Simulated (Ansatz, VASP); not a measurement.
One calculation of Si2W, two programs

Contents of INCAR:

```
SYSTEM = Si2W
ALGO     = Normal         ! electronic algorithm
EDIFF    = 1E-7           ! SCF threshold, eV
EDIFFG   = -0.01          ! ionic threshold
ENCUT    = 520            ! plane-wave cutoff, eV
GGA      = PE             ! functional
IBRION   = 2              ! ionic algorithm
ISIF     = 2              ! what is computed and relaxed
ISMEAR   = -1             ! smearing method
LASPH    = .TRUE.         ! aspherical terms in the spheres
LCHARG   = .FALSE.        ! write CHGCAR
LREAL    = .FALSE.        ! projectors in reciprocal space
LWAVE    = .FALSE.        ! write WAVECAR
NELM     = 100            ! most SCF steps
NSW      = 60             ! ionic steps
PREC     = Accurate       ! precision mode
SIGMA    = 0.05           ! smearing width, eV
```

Contents of KPOINTS:

```
k-points
0
G
  5 5 3
  0 0 0
```

Contents of POSCAR:

```
Si2W
1.0
    4.5245153345      0.0000000000      0.0000000000
   -2.2622576673      3.9183452194      0.0000000000
    0.0000000000      0.0000000000      6.6532220000
W Si
3 6
Direct
    0.5000000000      0.0000000000      0.5000000000
    0.5000000000      0.5000000000      0.8333333333
    0.0000000000      0.5000000000      0.1666666667
    0.3272520000      0.1636260000      0.1666666667
    0.8363740000      0.1636260000      0.8333333333
    0.1636260000      0.3272520000      0.5000000000
    0.6727480000      0.8363740000      0.1666666667
    0.1636260000      0.8363740000      0.8333333333
    0.8363740000      0.6727480000      0.5000000000
```

File input.yaml:

```yaml
crystal:
  lattice:
    - [4.5245153345, 0.0, 0.0]
    - [-2.2622576673, 3.9183452194, 0.0]
    - [0.0, 0.0, 6.653222]
  atoms:
    - { symbol: W, position: [0.5, 0.0, 0.5] }
    - { symbol: W, position: [0.5, 0.5, 0.8333333333] }
    - { symbol: W, position: [0.0, 0.5, 0.1666666667] }
    - { symbol: Si, position: [0.327252, 0.163626, 0.1666666667] }
    - { symbol: Si, position: [0.836374, 0.163626, 0.8333333333] }
    - { symbol: Si, position: [0.163626, 0.327252, 0.5] }
    - { symbol: Si, position: [0.672748, 0.836374, 0.1666666667] }
    - { symbol: Si, position: [0.163626, 0.836374, 0.8333333333] }
    - { symbol: Si, position: [0.836374, 0.672748, 0.5] }
hamiltonian:
  xc: pbe
  pseudopotentials: { kind: paw }
kpoints:
  mp_grid: { grid: [5, 5, 3] }
scf:
  occupations: { method: fermi_dirac, width: 0.05 }
output:
  forces: true
  stress: true
  eigenvalues: true
relax:
  f_tol: 0.01
  max_steps: 40
```

Alike in both runs: task relaxation of the atoms; functional PBE; k mesh 5 × 5 × 3; occupations fermi-dirac, width 0.05 eV; no spin polarisation.

|  | VASP | Ansatz |
| --- | --- | --- |
| version | VASP 6.6.1 | Ansatz 0.2.0 |
| potentials or method | VASP PAW PBE potentials, release 64 (W_sv, Si) | Ansatz PAW |
| plane-wave cutoff (eV) | 520 | 420 |
| valence electrons in the cell | 66 | 66 |

|  | VASP | Ansatz | Ansatz less VASP |
| --- | --- | --- | --- |
| gap on the k mesh at the Fermi level, each at its own relaxed structure (eV) | 0.54 | 0.55 | +0.006 |

Neither program's run includes spin-orbit coupling. Noted on Ansatz's run: odd divisions of the mesh miss points on the zone boundary, where band edges often lie, so the gap on the mesh can be too wide.
